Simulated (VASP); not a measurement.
Wanted: the native input for a VASP 6.6.1 run.

```
Task                   : single point
Functional             : PBEsol
Potentials or basis    : VASP PAW PBE potentials, release 64 (Al, Cu)
Cutoff                 : 520 eV
k mesh                 : 16 × 16 × 6
Occupations            : gaussian, width 0.2 eV
Spin                   : no spin polarisation
Dipole correction      : no
Further INCAR settings : ALGO = Fast; EDIFF = 1e-06; NBANDS = 18
```

The structure of Al3Cu lies in POSCAR:

```
Al3Cu
1.0
    2.7784054294      0.0000000000      0.0000000000
    0.0000000000      2.7784054294      0.0000000000
    0.0000000000      0.0000000000      7.5134034100
Al Cu
3 1
Direct
    0.0000000000      0.0000000000      0.5000000000
    0.5000000000      0.5000000000      0.2261155100
    0.5000000000      0.5000000000      0.7738844900
    0.0000000000      0.0000000000      0.0000000000
```

One way to write it, as run:

INCAR

```
SYSTEM = Al3Cu
ALGO     = Fast           ! electronic algorithm
EDIFF    = 1E-6           ! SCF threshold, eV
ENCUT    = 520            ! plane-wave cutoff, eV
GGA      = PS             ! functional
ISIF     = 2              ! what is computed and relaxed
ISMEAR   = 0              ! smearing method
LASPH    = .True.         ! aspherical terms in the spheres
LCHARG   = .True.         ! write CHGCAR
LELF     = .True.         ! ELF
LREAL    = .False.        ! projectors in reciprocal space
LVHAR    = .True.       
LWAVE    = .False.        ! write WAVECAR
NBANDS   = 18             ! bands
NELM     = 60             ! most SCF steps
PREC     = Accurate       ! precision mode
SIGMA    = 0.2            ! smearing width, eV
```

KPOINTS

```
k-points
0
Gamma
  16 16 6
  0 0 0
```

Potentials or basis: VASP PAW PBE potentials, release 64 (Al, Cu).

Launch:

```sh
$ cat potpaw_PBE.64/Al/POTCAR potpaw_PBE.64/Cu/POTCAR > POTCAR
$ mpirun -np 1 vasp_std > vasp.out
```

Results of the run:

* Pressure: 1.2 GPa
* Largest force: 0.191 eV/Å
* Band gap on the k mesh: zero (bands 10 and 11 overlap by 6.30 eV)

Caveat: the PAW data sets were made with another functional, which shifts forces and pressure a little.

Wall time 5.8 min on 1 thread of Intel(R) Xeon(R) Platinum 8375C CPU @ 2.90GHz (Ice Lake), on a shared host, peak memory 0.3 GiB.
